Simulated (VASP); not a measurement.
# Na (P-3m1) in VASP: single point with PBEsol

Aim: the single point of Na with PBEsol.

All numbers are computed with VASP 6.6.1; they aren't measurements. Logs are shortened: lines on timing, memory, paths and dates and some standing lists are left out, and cuts for length are marked.

### Step 1. The cell of the first run

It takes space group P-3m1 (No. 164, trigonal). The conventional cell has a = 3.727 Å, b = 3.727 Å, c = 24.172 Å, α = 90.00°, β = 90.00°, γ = 120.00°. Na (site symmetry 3m) has 12 Na at 3.71 to 3.73 Å within 4.9 Å. Within 4.9 Å of Na (site symmetry 3m) lie 12 Na at 3.71 to 3.73 Å. Na (site symmetry 3m) has 12 Na at 3.71 to 3.73 Å within 4.9 Å. Na (site symmetry 3m) has 12 Na at 3.71 to 3.73 Å within 4.9 Å.

### Step 2. Single point, PBEsol

INCAR reads:

```
PREC = Accurate ; ENCUT = 520
EDIFF = 1E-7 ; ISMEAR = 0
SIGMA = 0.1 ; LREAL = False
LASPH = True ; NELM = 60
ALGO = Fast ; ISIF = 2
LWAVE = False ; LCHARG = False
GGA = PS ; NBANDS = 38
```

KPOINTS reads:

```
Automatic mesh
0
Gamma
  12 12 2
```

POSCAR reads:

```
Na
1.0
    3.7272025461      0.0000000000      0.0000000000
   -1.8636012731      3.2278520900      0.0000000000
    0.0000000000      0.0000000000     24.1719895454
Na
8
Direct
    0.0000000000      0.0000000000      0.0000000000
    0.3333333333      0.6666666667      0.1250000000
    0.6666666667      0.3333333333      0.2500000000
    0.0000000000      0.0000000000      0.3750000000
    0.6666666667      0.3333333333      0.5000000000
    0.3333333333      0.6666666667      0.6250000000
    0.6666666667      0.3333333333      0.7500000000
    0.3333333333      0.6666666667      0.8750000000
```

Potentials or basis: VASP PAW PBE potentials, release 64 (Na_pv).

The run is started by

```bash
> cat potpaw_PBE.64/Na_pv/POTCAR > POTCAR
> mpirun -np 1 vasp_std > vasp.out
```

OUTCAR:

```text
PREC = Accurate
   ENCUT = 520
   EDIFF = 1E-7
   ISMEAR = 0
   LREAL = False
   LASPH = True
   NELM = 60
   ISIF = 2
   GGA = PS

 ion  position               nearest neighbor table
   1  0.000  0.000  0.000-
   2  0.333  0.667  0.125-
   3  0.667  0.333  0.250-
   4  0.000  0.000  0.375-
   5  0.667  0.333  0.500-
   6  0.333  0.667  0.625-
   7  0.667  0.333  0.750-
   8  0.333  0.667  0.875-

  LATTYP: Found a hexagonal cell.
 ALAT       =     3.7272025461
 C/A-ratio  =     6.4852900390

  Lattice vectors:

 A1 = (   3.7272025461,   0.0000000000,   0.0000000000)
 A2 = (  -1.8636012731,   3.2278520900,   0.0000000000)
 A3 = (   0.0000000000,   0.0000000000,  24.1719895454)

Analysis of symmetry for initial positions (statically):
=====================================================================
 Subroutine PRICEL returns:
 Original cell was already a primitive cell.

 Routine SETGRP: Setting up the symmetry group for a
 hexagonal supercell.

 Subroutine GETGRP returns: Found 12 space group operations
 (whereof  6 operations were pure point group operations)
 out of a pool of 24 trial point group operations.

The static configuration has the point symmetry C_3v.
 The point group associated with its full space group is D_3d.

Analysis of symmetry for dynamics (positions and initial velocities):
=====================================================================
 Subroutine PRICEL returns:
 Original cell was already a primitive cell.

 Routine SETGRP: Setting up the symmetry group for a
 hexagonal supercell.

 Subroutine GETGRP returns: Found 12 space group operations
 (whereof  6 operations were pure point group operations)
 out of a pool of 24 trial point group operations.

The dynamic configuration has the point symmetry C_3v.
 The point group associated with its full space group is D_3d.

 Subroutine INISYM returns: Found 12 space group operations
 (whereof  6 operations are pure point group operations),
 and found     1 'primitive' translations

----------------------------------------------------------------------------------------

[... 105 lines left out ...]
   LREAL  =      F    real-space projection
   EDIFFG = 0.1E-05   stopping-criterion for IOM
   NSW    =      0    number of steps for IOM
   IBRION =     -1    ionic relax: 0-MD 1-quasi-New 2-CG
   NFREE  =      0    steps in history (QN), initial steepest desc. (CG)
   ISIF   =      2    stress and relaxation
   ISYM   =      2    0-nonsym 1-usesym 2-fastsym
   POTIM  = 0.5000    time-step for ionic-motion
   TEBEG  =    0.0;   TEEND  =   0.0 temperature during run
   PSTRESS=    0.0 pullay stress
   NELECT =      56.0000    total number of electrons
   NUPDOWN=      -1.0000    fix difference up-down
   EMIN   =  10.00;   EMAX   =-10.00  energy-range for DOS
   EFERMI =   0.00;   METHOD = LEGACY
   ISMEAR =     0;   SIGMA  =   0.10  broadening in eV -4-tet -1-fermi 0-gaus
   EFERMI_NEDOS =   21; number of points for ismear=-14 and -15
   IALGO  =     68    algorithm
   IMIX   =      4    mixing-type and parameters
     AMIX     =   0.40;   BMIX     =  1.00
     AMIX_MAG =   1.60;   BMIX_MAG =  1.00
  volume/ion in A,a.u.               =      36.35       245.31
  Fermi-wavevector in a.u.,A,eV,Ry     =   0.945369  1.786488 12.159823  0.893722
  Thomas-Fermi vector in A             =   2.073263
   LORBIT       =      0    0 simple, 1 ext, 2 COOP (PROOUT), +10 PAW based schemes
   GGA     = PS    functional components
   LHFCALC =     F    Hartree Fock is set to
   AEXX    =    0.0000 exact exchange contribution
   IVDW    =     0    specifies the selected vdW correction
   LEPSILON=     F    determine dielectric tensor
   LRPA    =     F    only Hartree local field effects (RPA)
 non-spin polarized calculation
 RMM-DIIS sequential band-by-band and
 Gauss-broadening in eV      SIGMA  =   0.10
  energy-cutoff  :      520.00
  volume of cell :      290.81
 maximum number of plane-waves:      7868
 NGX is ok and might be reduce to    28
   NGX = 13   NGY = 13   NGZ = 89

 number of electron      55.9999936 magnetization

 Free energy of the ion-electron system (eV)
  ---------------------------------------------------
  ext. energy  EPLUGINS =         0.00000000
  ---------------------------------------------------
  free energy    TOTEN  =       -11.22182778 eV

  energy without entropy =      -11.20769981  energy(sigma->0) =      -11.21476379

 E-fermi :   0.3491     XC(G=0):  -6.5526

 val. band max:        0.3323357861   @ k =   0.2500   0.2500   0.5000
 cond. band min:       0.4060168579   @ k =   0.4167   0.0833   0.0000
 fundamental gap:      0.0736810718
 Fermi energy:         0.3490857761

 k-point     1 :       0.0000    0.0000    0.0000
  band No.  band energies     occupation
      1     -24.4429      2.00000
      2     -24.4372      2.00000
      3     -24.4372      2.00000
      4     -24.4236      2.00000
      5     -24.4236      2.00000
      6     -24.4098      2.00000
[... 973 lines left out ...]
     37       4.0234      0.00000
     38       4.1954      0.00000

 [... further k-points ...]

------------------------ aborting loop because EDIFF is reached ----------------------------------------

  FORCE on cell =-STRESS in cart. coord.  units (eV):
  Direction    XX          YY          ZZ          XY          YZ          ZX
  --------------------------------------------------------------------------------------
  -------------------------------------------------------------------------------------
  Total       -0.0139216     -0.0139216     -0.0126709      0.0000000     -0.0000000      0.0000000
  in kB       -0.0766992     -0.0766992     -0.0698086      0.0000000     -0.0000000      0.0000000
  external PRESSURE =      -0.0744023 kB  Pullay stress =       0.0000000 kB

 VOLUME and BASIS-vectors are now :
 -----------------------------------------------------------------------------
  energy-cutoff  :      520.00
  volume of cell :      290.81
      direct lattice vectors                 reciprocal lattice vectors
     3.727202546  0.000000000  0.000000000     0.268297735  0.154901769  0.000000000
    -1.863601273  3.227852090  0.000000000     0.000000000  0.309803539  0.000000000
     0.000000000  0.000000000 24.171989545     0.000000000  0.000000000  0.041370198

 POSITION                                       TOTAL-FORCE (eV/Angst)
 -----------------------------------------------------------------------------------
      0.00000      0.00000      0.00000        -0.000000      0.000000      0.000034
     -0.00000      2.15190      3.02150        -0.000000      0.000000     -0.000073
      1.86360      1.07595      6.04300         0.000000     -0.000000      0.000073
      0.00000      0.00000      9.06450        -0.000000      0.000000     -0.000034
      1.86360      1.07595     12.08599         0.000000      0.000000      0.000004
     -0.00000      2.15190     15.10749         0.000000      0.000000      0.000073
      1.86360      1.07595     18.12899        -0.000000      0.000000     -0.000073
     -0.00000      2.15190     21.15049        -0.000000     -0.000000     -0.000004
 -----------------------------------------------------------------------------------
    total drift:                                0.000000      0.000000     -0.000000

  FREE ENERGIE OF THE ION-ELECTRON SYSTEM (eV)
  ---------------------------------------------------
  free  energy   TOTEN  =       -11.2218277761 eV

  energy  without entropy=      -11.2076998129  energy(sigma->0) =      -11.21476379
```

Wall time 3.9 min (1 thread of Intel Xeon 6975P-C (Granite Rapids), shared host); peak memory 0.53 GiB.

Results:

- Free energy: -11.2218 eV
- Pressure: 0.0 GPa
- Band gap on the k mesh: zero (bands 28 and 29 overlap by 3.80 eV)

Levels at points of the mesh, in eV from the Fermi level:
```csv
k point,band 26,band 27,band 28,band 29,band 30,band 31,band 32,band 33
"(0.00, 0.00, 0.00)",-3.04,-3.04,-2.25,-2.25,-0.96,-0.96,0.59,1.04
"(0.50, 0.00, 0.00)",0.30,0.46,0.53,0.56,0.62,1.13,1.15,1.49
"(0.00, 0.00, 0.50)",-3.24,-2.71,-2.71,-1.67,-1.67,-0.15,-0.15,1.90
"(0.50, 0.00, 0.50)",0.33,0.36,0.41,0.74,0.81,0.90,0.94,1.79
```

Caveat: the PAW data sets were made with another functional, which shifts forces and pressure a little.
